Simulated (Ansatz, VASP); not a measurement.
## Ir: VASP beside Ansatz

The input INCAR:

```
ALGO = Fast
EDIFF = 1E-6
ENCUT = 520
GGA = PE
ISIF = 2
ISMEAR = 0
LASPH = True
LCHARG = True
LELF = True
LREAL = False
LVHAR = True
LWAVE = False
NBANDS = 10
NELM = 80
PREC = Accurate
SIGMA = 0.15
```

File KPOINTS:

```
k-points
0
Gamma
  20 20 20
```

File POSCAR:

```
Ir
1.0
   -0.1354627122      1.9351816027      2.0077509128
    1.9351816027     -0.1354627122      2.0077509128
    1.7997188905      1.7997188905      0.0000000000
Ir
1
Direct
    0.0000000000      0.0000000000      0.0000000000
```

Input for Ansatz:

```yaml
crystal:
  lattice:
    - [-0.1354627122, 1.9351816027, 2.0077509128]
    - [1.9351816027, -0.1354627122, 2.0077509128]
    - [1.7997188905, 1.7997188905, 0.0]
  atoms:
    - { symbol: Ir, position: [0.0, 0.0, 0.0] }
basis:
  ecutwfc: 420
kpoints:
  mp_grid: { grid: [20, 20, 20] }
hamiltonian:
  xc: pbe
  pseudopotentials: { kind: paw, azcp: { folder: soft_1 } }
scf:
  occupations: { method: gaussian, width: 0.15 }
output:
  forces: true
  stress: true
  eigenvalues: true
```

Change from the starting cell: engineering shear strain xy -0.1400, normal strain along z +0.0375.

Alike in both runs: task single point; functional PBE; k mesh 20 × 20 × 20; occupations gaussian, width 0.15 eV; no spin polarisation.

```csv
,VASP,Ansatz
version,VASP 6.6.1,Ansatz 0.2.0
potentials or method,"VASP PAW PBE potentials, release 64 (Ir), cutoff 520 eV","scalar-relativistic, plane waves, PAW"
valence electrons in the cell,9,17
```

VASP gave:

| Quantity | Value |
| --- | --- |
| gap on the k mesh at the Fermi level (eV) | none |
| pressure (GPa) | -1.7 |
| traceless stress, the component that is largest in VASP (GPa) | 34.97 |

Problem. Estimate Ansatz's values.

Solution. gap on the k mesh at the Fermi level (eV): none; pressure (GPa): -2.2; traceless stress, the component that is largest in VASP (GPa): 35.03.

A gap of «none» marks a metal or a gap that the smearing closes. VASP's potentials hold 9 valence electrons a cell and Ansatz's 17, so a difference there can come from the potentials and not from the codes.

Spin-orbit coupling is off throughout.
